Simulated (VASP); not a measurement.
# PbS (Fm-3m) in VASP: notebook

Runs on PbS. Level: PBE. Tasks: single point.

All numbers are computed with VASP 6.6.1; they aren't measurements. Logs are shortened: lines on timing, memory, paths and dates and some standing lists are left out, and cuts for length are marked.

## 1. The cell of the first run

It takes space group Fm-3m (No. 225, cubic). The conventional cell has a = 6.009 Å, b = 6.009 Å, c = 6.009 Å, α = 90.00°, β = 90.00°, γ = 90.00°. Pb (site symmetry m-3m) has 6 S at 3.00 Å within 4.0 Å. S (site symmetry m-3m) has 6 Pb at 3.00 Å within 4.0 Å.

## 2. Single point, PBE

File INCAR:

```
PREC = Accurate
ENCUT = 520
EDIFF = 1E-7
ISMEAR = 0
SIGMA = 0.02
LREAL = False
LASPH = True
NELM = 100
ALGO = Normal
ISIF = 2
LWAVE = False
LCHARG = True
GGA = PE
LELF = True
LVHAR = True
NBANDS = 17
```

File KPOINTS:

```
regular mesh
0
Gamma
  10 10 10
```

File POSCAR:

```
PbS
1.0
    0.0000000000      3.0045094525      3.0045094525
    3.0045094525      0.0000000000      3.0045094525
    3.0045094525      3.0045094525      0.0000000000
Pb S
1 1
Direct
    0.0000000000      0.0000000000      0.0000000000
    0.5000000000      0.5000000000      0.5000000000
```

Potentials or basis: VASP PAW PBE potentials, release 64 (Pb_d, S).

Command:

```sh
$ cat potpaw_PBE.64/Pb_d/POTCAR potpaw_PBE.64/S/POTCAR > POTCAR
$ mpirun -np 1 vasp_std > vasp.out
```

OUTCAR:

```text
PREC = Accurate
   ENCUT = 520
   EDIFF = 1E-7
   ISMEAR = 0
   LREAL = False
   LASPH = True
   NELM = 100
   ISIF = 2
   GGA = PE

 ion  position               nearest neighbor table
   1  0.000  0.000  0.000-   2 3.00   2 3.00   2 3.00   2 3.00   2 3.00   2 3.00
   2  0.500  0.500  0.500-   1 3.00   1 3.00   1 3.00   1 3.00   1 3.00   1 3.00

  LATTYP: Found a face centered cubic cell.
 ALAT       =     6.0090189050

  Lattice vectors:

 A1 = (   0.0000000000,   3.0045094525,   3.0045094525)
 A2 = (   3.0045094525,   0.0000000000,   3.0045094525)
 A3 = (   3.0045094525,   3.0045094525,   0.0000000000)

Analysis of symmetry for initial positions (statically):
=====================================================================
 Subroutine PRICEL returns:
 Original cell was already a primitive cell.

 Routine SETGRP: Setting up the symmetry group for a
 face centered cubic supercell.

 Subroutine GETGRP returns: Found 48 space group operations
 (whereof 48 operations were pure point group operations)
 out of a pool of 48 trial point group operations.

The static configuration has the point symmetry O_h .

Analysis of symmetry for dynamics (positions and initial velocities):
=====================================================================
 Subroutine PRICEL returns:
 Original cell was already a primitive cell.

 Routine SETGRP: Setting up the symmetry group for a
 face centered cubic supercell.

 Subroutine GETGRP returns: Found 48 space group operations
 (whereof 48 operations were pure point group operations)
 out of a pool of 48 trial point group operations.

The dynamic configuration has the point symmetry O_h .

 Subroutine INISYM returns: Found 48 space group operations
 (whereof 48 operations are pure point group operations),
 and found     1 'primitive' translations

----------------------------------------------------------------------------------------

                                     Primitive cell

  volume of cell :      54.2439

  direct lattice vectors                    reciprocal lattice vectors
     0.000000000  3.004509452  3.004509452    -0.166416518  0.166416518  0.166416518
     3.004509452  0.000000000  3.004509452     0.166416518 -0.166416518  0.166416518
     3.004509452  3.004509452  0.000000000     0.166416518  0.166416518 -0.166416518

  length of vectors
     4.249018016  4.249018016  4.249018016     0.288241864  0.288241864  0.288241864

  position of ions in fractional coordinates (direct lattice)
     0.000000000  0.000000000  0.000000000
     0.500000000  0.500000000  0.500000000

  ion indices of the primitive-cell ions
   primitive index   ion index
                 1           1
                 2           2

----------------------------------------------------------------------------------------

 KPOINTS: regular mesh

Automatic generation of k-mesh.
 Grid dimensions read from file:
 generate k-points for:   10   10   10

 Generating k-lattice:

  Cartesian coordinates                     Fractional coordinates (reciprocal lattice)
    -0.016641652  0.016641652  0.016641652     0.100000000  0.000000000  0.000000000
     0.016641652 -0.016641652  0.016641652     0.000000000  0.100000000  0.000000000
     0.016641652  0.016641652 -0.016641652     0.000000000  0.000000000  0.100000000

  Length of vectors
     0.028824186  0.028824186  0.028824186

  Shift w.r.t. Gamma in fractional coordinates (k-lattice)
     0.000000000  0.000000000  0.000000000

 Subroutine IBZKPT returns following result:
 ===========================================

 Found     47 irreducible k-points:

 Following reciprocal coordinates:
            Coordinates               Weight
  0.000000  0.000000  0.000000      1.000000
  0.100000  0.000000  0.000000      8.000000
  0.200000  0.000000  0.000000      8.000000
  0.300000  0.000000  0.000000      8.000000
  0.400000  0.000000  0.000000      8.000000
  0.500000  0.000000  0.000000      4.000000
[... 16 lines left out ...]
  0.300000  0.300000  0.000000      6.000000
  0.400000  0.300000  0.000000     24.000000
 [... further k-points ...]
   k-points           NKPTS =     47   k-points in BZ     NKDIM =     47   number of bands    NBANDS=     17
   number of dos      NEDOS =    301   number of ions     NIONS =      2
   total plane-waves  NPLWV =  32768
   dimension x,y,z NGX =    32 NGY =   32 NGZ =   32
   dimension x,y,z NGXF=    64 NGYF=   64 NGZF=   64
   ions per type =               1   1
   NGX,Y,Z   is equivalent  to a cutoff of  12.52, 12.52, 12.52 a.u.
   NGXF,Y,Z  is equivalent  to a cutoff of  25.04, 25.04, 25.04 a.u.
 SYSTEM =  unknown system
   PREC   = accura    normal or accurate (medium, high low for compatibility)
   ISTART =      0    job   : 0-new  1-cont  2-samecut
   ICHARG =      2    charge: 1-file 2-atom 10-const
   ISPIN  =      1    spin polarized calculation?
   LNONCOLLINEAR =      F non collinear calculations
   LSORBIT =      F    spin-orbit coupling
   LASPH  =      T    aspherical Exc in radial PAW
   ENCUT  =  520.0 eV  38.22 Ry    6.18 a.u.   7.90  7.90  7.90*2*pi/ulx,y,z
   NELM   =    100;   NELMIN=  2; NELMDL= -5     # of ELM steps
   EDIFF  = 0.1E-06   stopping-criterion for ELM
   LREAL  =      F    real-space projection
   EDIFFG = 0.1E-05   stopping-criterion for IOM
   NSW    =      0    number of steps for IOM
   IBRION =     -1    ionic relax: 0-MD 1-quasi-New 2-CG
   NFREE  =      0    steps in history (QN), initial steepest desc. (CG)
   ISIF   =      2    stress and relaxation
   ISYM   =      2    0-nonsym 1-usesym 2-fastsym
   POTIM  = 0.5000    time-step for ionic-motion
   TEBEG  =    0.0;   TEEND  =   0.0 temperature during run
   PSTRESS=    0.0 pullay stress
   NELECT =      20.0000    total number of electrons
   NUPDOWN=      -1.0000    fix difference up-down
   EMIN   =  10.00;   EMAX   =-10.00  energy-range for DOS
   EFERMI =   0.00;   METHOD = LEGACY
   ISMEAR =     0;   SIGMA  =   0.02  broadening in eV -4-tet -1-fermi 0-gaus
   EFERMI_NEDOS =   21; number of points for ismear=-14 and -15
   IALGO  =     38    algorithm
   IMIX   =      4    mixing-type and parameters
     AMIX     =   0.40;   BMIX     =  1.00
     AMIX_MAG =   1.60;   BMIX_MAG =  1.00
  volume/ion in A,a.u.               =      27.12       183.03
  Fermi-wavevector in a.u.,A,eV,Ry     =   1.173909  2.218367 18.749690  1.378063
  Thomas-Fermi vector in A             =   2.310315
   LORBIT       =      0    0 simple, 1 ext, 2 COOP (PROOUT), +10 PAW based schemes
   GGA     = PE    functional components
   LHFCALC =     F    Hartree Fock is set to
   AEXX    =    0.0000 exact exchange contribution
   IVDW    =     0    specifies the selected vdW correction
   LEPSILON=     F    determine dielectric tensor
   LRPA    =     F    only Hartree local field effects (RPA)
 non-spin polarized calculation
 Gauss-broadening in eV      SIGMA  =   0.02
  energy-cutoff  :      520.00
  volume of cell :       54.24
 maximum number of plane-waves:      1476
   NGX = 15   NGY = 15   NGZ = 15

 number of electron      20.0000003 magnetization

 Free energy of the ion-electron system (eV)
  ---------------------------------------------------
  ext. energy  EPLUGINS =         0.00000000
  ---------------------------------------------------
  free energy    TOTEN  =        -8.76949460 eV

  energy without entropy =       -8.76949460  energy(sigma->0) =       -8.76949460

 E-fermi :   5.4246     XC(G=0):  -9.5002

 val. band max:        5.2806374518   @ k =   0.5000   0.0000   0.0000
 cond. band min:       5.7798558179   @ k =   0.5000   0.0000   0.0000
 fundamental gap:      0.4992183661
 Fermi energy:         5.4246177352

 k-point     1 :       0.0000    0.0000    0.0000
  band No.  band energies     occupation
      1     -11.4471      2.00000
      2     -11.4471      2.00000
      3     -11.4471      2.00000
      4     -11.4298      2.00000
      5     -11.4298      2.00000
      6      -7.9338      2.00000
[... 9 lines left out ...]
     16      12.1473      0.00000
     17      14.0869      0.00000

 k-point     2 :       0.1000    0.0000    0.0000
  band No.  band energies     occupation
      1     -11.4466      2.00000
      2     -11.4449      2.00000
      3     -11.4449      2.00000
      4     -11.4306      2.00000
      5     -11.4306      2.00000
      6      -7.8533      2.00000
[... 9 lines left out ...]
     16      12.3858      0.00000
     17      14.8627      0.00000

 k-point     3 :       0.2000    0.0000    0.0000
  band No.  band energies     occupation
      1     -11.4455      2.00000
      2     -11.4448      2.00000
      3     -11.4448      2.00000
      4     -11.4273      2.00000
      5     -11.4273      2.00000
      6      -7.6234      2.00000
[... 9 lines left out ...]
     16      12.9508      0.00000
     17      16.2872      0.00000

 k-point     4 :       0.3000    0.0000    0.0000
  band No.  band energies     occupation
      1     -11.4508      2.00000
      2     -11.4508      2.00000
      3     -11.4444      2.00000
      4     -11.4170      2.00000
      5     -11.4170      2.00000
      6      -7.2862      2.00000
[... 9 lines left out ...]
     16      13.7854      0.00000
     17      17.4671      0.00000
[... 343 lines left out ...]
      1     -11.4557      2.00000
      2     -11.4442      2.00000
      3     -11.4412      2.00000
      4     -11.4279      2.00000
      5     -11.4161      2.00000
      6      -7.1668      2.00000
[... 9 lines left out ...]
     16      15.1470      0.00000
     17      15.5720      0.00000

 k-point    23 :       0.3000    0.3000    0.0000
  band No.  band energies     occupation
      1     -11.4982      2.00000
      2     -11.4611      2.00000
      3     -11.4152      2.00000
      4     -11.4134      2.00000
      5     -11.4134      2.00000
      6      -7.0524      2.00000
[... 9 lines left out ...]
     16      15.7453      0.00000
     17      16.1616      0.00000

 k-point    24 :       0.4000    0.3000    0.0000
  band No.  band energies     occupation
      1     -11.5148      2.00000
      2     -11.4610      2.00000
      3     -11.4182      2.00000
      4     -11.4079      2.00000
      5     -11.4032      2.00000
      6      -6.7896      2.00000
[... 9 lines left out ...]
     16      16.2424      0.00000
     17      16.9289      0.00000

 [... further k-points ...]
[... 5 lines left out ...]
  --------------------------------------------------------------------------------------
  -------------------------------------------------------------------------------------
  Total       -0.0241085     -0.0241085     -0.0241085      0.0000000     -0.0000000      0.0000000
  in kB       -0.7120820     -0.7120820     -0.7120820      0.0000000     -0.0000000      0.0000000
  external PRESSURE =      -0.7120820 kB  Pullay stress =       0.0000000 kB

 VOLUME and BASIS-vectors are now :
 -----------------------------------------------------------------------------
  energy-cutoff  :      520.00
  volume of cell :       54.24
      direct lattice vectors                 reciprocal lattice vectors
     0.000000000  3.004509452  3.004509452    -0.166416518  0.166416518  0.166416518
     3.004509452  0.000000000  3.004509452     0.166416518 -0.166416518  0.166416518
     3.004509452  3.004509452  0.000000000     0.166416518  0.166416518 -0.166416518

 POSITION                                       TOTAL-FORCE (eV/Angst)
 -----------------------------------------------------------------------------------
      0.00000      0.00000      0.00000        -0.000000      0.000000      0.000000
      3.00451      3.00451      3.00451         0.000000     -0.000000     -0.000000
 -----------------------------------------------------------------------------------
    total drift:                                0.000000     -0.000000     -0.000000

  FREE ENERGIE OF THE ION-ELECTRON SYSTEM (eV)
  ---------------------------------------------------
  free  energy   TOTEN  =        -8.7694946002 eV

  energy  without entropy=       -8.7694946002  energy(sigma->0) =       -8.76949460
```

It took 24 s on 1 thread of Intel Xeon 6975P-C (Granite Rapids), shared host; peak memory 0.19 GiB.

What came out:

- Free energy: -8.7695 eV
- Pressure: -0.1 GPa
- Band gap on the k mesh: 0.50 eV, direct

Levels at points of the mesh, in eV from the valence-band top:
```
           k point  band 6  band 7  band 8  band 9  band 10  band 11  band 12  band 13  band 14  band 15
(0.00, 0.00, 0.00)  -13.21   -6.07   -1.94   -1.94    -1.94     5.14     5.14     5.14     6.87     6.87
(0.50, 0.00, 0.00)  -12.07   -8.59   -1.58   -1.58     0.00     0.50     2.08     2.08     8.65    10.22
(0.50, 0.50, 0.00)  -11.70   -7.11   -4.83   -3.15    -3.15     4.07     5.48     5.57     5.57    11.18
```

Caveat: spin-orbit coupling is left out, which moves the levels of the heavy elements. A k mesh can miss the band edges.

## 3. Single point, PBE

File INCAR:

```
SYSTEM = PbS
PREC = Accurate ; ENCUT = 520
EDIFF = 1E-6 ; ISMEAR = 0
SIGMA = 0.01 ; LREAL = .FALSE.
LASPH = .TRUE. ; NELM = 60
ALGO = Normal ; ISIF = 2
LWAVE = .FALSE. ; LCHARG = .TRUE.
GGA = PE ; LELF = .TRUE.
LVHAR = .TRUE. ; NBANDS = 17
```

File KPOINTS:

```
regular mesh
0
G
  10 10 10
  0 0 0
```

POSCAR is that of step 2.

Potentials or basis: VASP PAW PBE potentials, release 64 (Pb_d, S).

Command:

```sh
$ cat potpaw_PBE.64/Pb_d/POTCAR potpaw_PBE.64/S/POTCAR > POTCAR
$ mpirun -np 1 vasp_std > vasp.out
```

OUTCAR:

```text
SYSTEM = PbS
   PREC = Accurate
   ENCUT = 520
   EDIFF = 1E-6
   ISMEAR = 0
   LREAL = .FALSE.
   LASPH = .TRUE.
   NELM = 60
   ISIF = 2
   GGA = PE

 ion  position               nearest neighbor table
   1  0.000  0.000  0.000-   2 3.00   2 3.00   2 3.00   2 3.00   2 3.00   2 3.00
   2  0.500  0.500  0.500-   1 3.00   1 3.00   1 3.00   1 3.00   1 3.00   1 3.00

  LATTYP: Found a face centered cubic cell.
 ALAT       =     6.0090189050

  Lattice vectors:

 A1 = (   0.0000000000,   3.0045094525,   3.0045094525)
 A2 = (   3.0045094525,   0.0000000000,   3.0045094525)
 A3 = (   3.0045094525,   3.0045094525,   0.0000000000)

Analysis of symmetry for initial positions (statically):
=====================================================================
 Subroutine PRICEL returns:
 Original cell was already a primitive cell.

 Routine SETGRP: Setting up the symmetry group for a
 face centered cubic supercell.

 Subroutine GETGRP returns: Found 48 space group operations
 (whereof 48 operations were pure point group operations)
 out of a pool of 48 trial point group operations.

The static configuration has the point symmetry O_h .

Analysis of symmetry for dynamics (positions and initial velocities):
[... 162 lines left out ...]
 cond. band min:       5.7798558179   @ k =   0.5000   0.0000   0.0000
 fundamental gap:      0.4992183660
 Fermi energy:         5.4246177352

 k-point     1 :       0.0000    0.0000    0.0000
  band No.  band energies     occupation
      1     -11.4471      2.00000
      2     -11.4471      2.00000
      3     -11.4471      2.00000
      4     -11.4298      2.00000
      5     -11.4298      2.00000
      6      -7.9338      2.00000
[... 457 lines left out ...]
      4     -11.4079      2.00000
      5     -11.4032      2.00000
      6      -6.7896      2.00000
[... 9 lines left out ...]
     16      16.2424      0.00000
     17      16.9289      0.00000

 [... further k-points ...]

------------------------ aborting loop because EDIFF is reached ----------------------------------------

  FORCE on cell =-STRESS in cart. coord.  units (eV):
  Direction    XX          YY          ZZ          XY          YZ          ZX
  --------------------------------------------------------------------------------------
  -------------------------------------------------------------------------------------
  Total       -0.0237780     -0.0237780     -0.0237780      0.0000000      0.0000000      0.0000000
  in kB       -0.7023214     -0.7023214     -0.7023214      0.0000000      0.0000000      0.0000000
  external PRESSURE =      -0.7023214 kB  Pullay stress =       0.0000000 kB

 VOLUME and BASIS-vectors are now :
 -----------------------------------------------------------------------------
  energy-cutoff  :      520.00
  volume of cell :       54.24
      direct lattice vectors                 reciprocal lattice vectors
     0.000000000  3.004509452  3.004509452    -0.166416518  0.166416518  0.166416518
     3.004509452  0.000000000  3.004509452     0.166416518 -0.166416518  0.166416518
     3.004509452  3.004509452  0.000000000     0.166416518  0.166416518 -0.166416518

 POSITION                                       TOTAL-FORCE (eV/Angst)
 -----------------------------------------------------------------------------------
      0.00000      0.00000      0.00000         0.000000      0.000000      0.000000
      3.00451      3.00451      3.00451        -0.000000     -0.000000     -0.000000
 -----------------------------------------------------------------------------------
    total drift:                                0.000000     -0.000000     -0.000000

  FREE ENERGIE OF THE ION-ELECTRON SYSTEM (eV)
  ---------------------------------------------------
  free  energy   TOTEN  =        -8.7694945975 eV

  energy  without entropy=       -8.7694945975  energy(sigma->0) =       -8.76949460
```

OSZICAR:

```text
N       E                     dE             d eps       ncg     rms          rms(c)
DAV:   1     0.159307085955E+03    0.15931E+03   -0.96454E+03  1606   0.122E+03
DAV:   2     0.295760358404E+01   -0.15635E+03   -0.15077E+03  1741   0.311E+02
DAV:   3    -0.897619868750E+01   -0.11934E+02   -0.11848E+02  2056   0.911E+01
DAV:   4    -0.927637639809E+01   -0.30018E+00   -0.29989E+00  2014   0.161E+01
DAV:   5    -0.928774472407E+01   -0.11368E-01   -0.11368E-01  2402   0.299E+00    0.436E+00
DAV:   6    -0.876431131233E+01    0.52343E+00   -0.15182E+00  2466   0.804E+00    0.306E+00
DAV:   7    -0.876605384140E+01   -0.17425E-02   -0.14738E-01  1875   0.188E+00    0.182E+00
DAV:   8    -0.876996144094E+01   -0.39076E-02   -0.18223E-02  1920   0.142E+00    0.350E-01
DAV:   9    -0.876925873063E+01    0.70271E-03   -0.40989E-03  2496   0.535E-01    0.945E-02
DAV:  10    -0.876948911871E+01   -0.23039E-03   -0.42637E-04  1845   0.118E-01    0.716E-02
DAV:  11    -0.876949359539E+01   -0.44767E-05   -0.63974E-05  2248   0.877E-02    0.160E-02
DAV:  12    -0.876949461077E+01   -0.10154E-05   -0.42144E-06  2071   0.205E-02    0.373E-03
DAV:  13    -0.876949459750E+01    0.13278E-07   -0.18222E-07  1272   0.489E-03
   1 F= -.87694946E+01 E0= -.87694946E+01  d E =-.210301E-94
```

Run time: 20 s. Hardware: 1 thread of Intel Xeon 6975P-C (Granite Rapids), shared host; peak memory 0.19 GiB.

Results:

| Item | Value |
| --- | --- |
| Free energy | -8.7695 eV |
| Pressure | -0.1 GPa |
| Band gap on the k mesh | 0.50 eV, direct |

Levels at points of the mesh, in eV from the valence-band top:
```
           k point  band 6  band 7  band 8  band 9  band 10  band 11  band 12  band 13  band 14  band 15
(0.00, 0.00, 0.00)  -13.21   -6.07   -1.94   -1.94    -1.94     5.14     5.14     5.14     6.87     6.87
(0.50, 0.00, 0.00)  -12.07   -8.59   -1.58   -1.58     0.00     0.50     2.08     2.08     8.65    10.22
(0.50, 0.50, 0.00)  -11.70   -7.11   -4.83   -3.15    -3.15     4.07     5.48     5.57     5.57    11.18
```

Caveat: spin-orbit coupling is left out, which moves the levels of the heavy elements.
